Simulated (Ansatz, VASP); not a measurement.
## Pb in VASP and in Ansatz

```
Pb
1.0
     0.00000    2.47256    2.47256
     2.47256    0.00000    2.47256
     2.47256    2.47256    0.00000
Pb
1
Cartesian
  0.0000 0.0000 0.0000
```

Alike in both runs: task single point; functional r2SCAN; k mesh 14 × 14 × 14; occupations gaussian, width 0.1 eV; no spin polarisation.

|  | VASP | Ansatz |
| --- | --- | --- |
| version | VASP 6.6.1 | Ansatz 0.2.0 |
| potentials or method | VASP PAW PBE potentials, release 64 (Pb_d), cutoff 520 eV | scalar-relativistic, plane waves, PAW |
| valence electrons in the cell | 14 | 14 |

|  | VASP | Ansatz | Ansatz less VASP |
| --- | --- | --- | --- |
| gap on the k mesh at the Fermi level (eV) | none | none | - |
| pressure (GPa) | 1.4 | 1.4 | +0.01 |

VASP's potentials were made for PBE, not for r2SCAN. A gap of «none» marks a metal or a gap that the smearing closes.

Neither program's run includes spin-orbit coupling.
